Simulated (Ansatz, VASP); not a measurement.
# Two plane-wave programs on C

```
CELL_PARAMETERS angstrom
4.45543 0.00000 0.00000
0.00000 4.45543 0.00000
0.00000 0.00000 4.45543
ATOMIC_POSITIONS crystal
C 0.50000 0.50000 0.50000
C 0.00000 0.00000 0.00000
C 0.25000 0.00000 0.50000
C 0.50000 0.25000 0.00000
C 0.50000 0.75000 0.00000
C 0.75000 0.00000 0.50000
C 0.00000 0.50000 0.75000
C 0.00000 0.50000 0.25000
```

Alike in both runs: task single point; functional r2SCAN; k mesh 4 × 4 × 4; occupations gaussian, width 0.1 eV; no spin polarisation.

|  | VASP | Ansatz |
| --- | --- | --- |
| version | VASP 6.6.1 | Ansatz 0.2.0 |
| potentials or method | VASP PAW PBE potentials, release 64 (C), cutoff 520 eV | scalar-relativistic, plane waves, PAW |
| valence electrons in the cell | 32 | 32 |

```tsv
	VASP	Ansatz	Ansatz less VASP
gap on the k mesh at the Fermi level (eV)	none	none	-
pressure (GPa)	-27.8	-27.8	-0.01
```

VASP's potentials were made for PBE, not for r2SCAN. A gap of «none» marks a metal or a gap that the smearing closes.
